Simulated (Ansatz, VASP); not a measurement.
# One calculation of Pb, two programs

```xyz
2
Lattice="3.2016 0.0000 0.0000 -1.6008 2.7727 0.0000 0.0000 0.0000 6.0372" Properties=species:S:1:pos:R:3 pbc="T T T"
Pb    0.0000    1.8484    1.5093
Pb    1.6008    0.9242    4.5279
```

Change from the starting cell: strain -0.080 along x and y, +0.080 along z, atoms carried along.

Alike in both runs: task single point; functional r2SCAN; k mesh 18 × 18 × 10; occupations gaussian, width 0.15 eV; no spin polarisation.

```csv
,VASP,Ansatz
version,VASP 6.6.1,Ansatz 0.2.0
potentials or method,"VASP PAW PBE potentials, release 64 (Pb_d), cutoff 520 eV","scalar-relativistic, plane waves, PAW"
valence electrons in the cell,28,28
```

```csv
,VASP,Ansatz,Ansatz less VASP
gap on the k mesh at the Fermi level (eV),none,none,-
pressure (GPa),10.6,10.6,-0.05
"traceless stress, the component that is largest in VASP (GPa)",-6.67,-6.65,+0.017
```

VASP's potentials were made for PBE, not for r2SCAN. A gap of «none» marks a metal or a gap that the smearing closes. With one functional, cell and mesh, what is left measures potentials, basis and numerics.

Neither program's run includes spin-orbit coupling.
